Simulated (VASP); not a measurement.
Here is a VASP 6.6.1 calculation.

Contents of INCAR:

```
PREC = Accurate ; ENCUT = 600
EDIFF = 1E-6 ; ISMEAR = 0
SIGMA = 0.1 ; LREAL = False
LASPH = True ; NELM = 60
ALGO = Normal ; ISIF = 3
LWAVE = False ; LCHARG = False
GGA = PE ; IBRION = 2
NSW = 90 ; EDIFFG = -0.04
```

KPOINTS

```
Automatic mesh
0
Gamma
  6 6 2
```

The input POSCAR:

```
Hf2Sc
1.0
    3.1942696749      0.0000000000      0.0000000000
   -1.5971348375      2.7663186850      0.0000000000
    0.0000000000      0.0000000000     12.4243991630
Hf Sc
4 2
Direct
    0.3333333333      0.6666666667      0.6275000000
    0.6666666667      0.3333333333      0.1275000000
    0.3333333333      0.6666666667      0.8725000000
    0.6666666667      0.3333333333      0.3725000000
    0.3333333333      0.6666666667      0.2500000000
    0.6666666667      0.3333333333      0.7500000000
```

Potentials or basis: VASP PAW PBE potentials, release 64 (Hf_pv, Sc_sv).

The run is started by

```bash
$ cat potpaw_PBE.64/Hf_pv/POTCAR potpaw_PBE.64/Sc_sv/POTCAR > POTCAR
$ mpirun -np 1 vasp_std > vasp.out
```

Q: What does it give for the space group after relaxing (to 0.05 Å)?

A: P6_3/mmc (No. 194).

Q: Predict the relaxed volume.

A: 22.99 Å³/atom.

Q: What does it give for the band gap on the k mesh?

A: Zero (band 31 reaches 5.64 eV, above the bottom of band 32 at 3.61 eV).

Q: Predict the relaxed cell.

A: a = 3.219 Å, b = 3.219 Å, c = 15.374 Å, α = 90.00°, β = 90.00°, γ = 120.00°.

Forces on the atoms (eV/Å):
```
Hf   0.000  0.000 -0.039
Hf   0.000  0.000 -0.039
Hf   0.000  0.000  0.039
Hf   0.000  0.000  0.039
Sc   0.000  0.000  0.000
Sc   0.000  0.000  0.000
```

Caveat: the k points lie up to 0.38 Å⁻¹ apart in the final cell; the volume moved by over 15 % at a fixed basis, so the end points are rough; spin-orbit coupling is left out, which moves the levels of the heavy elements.
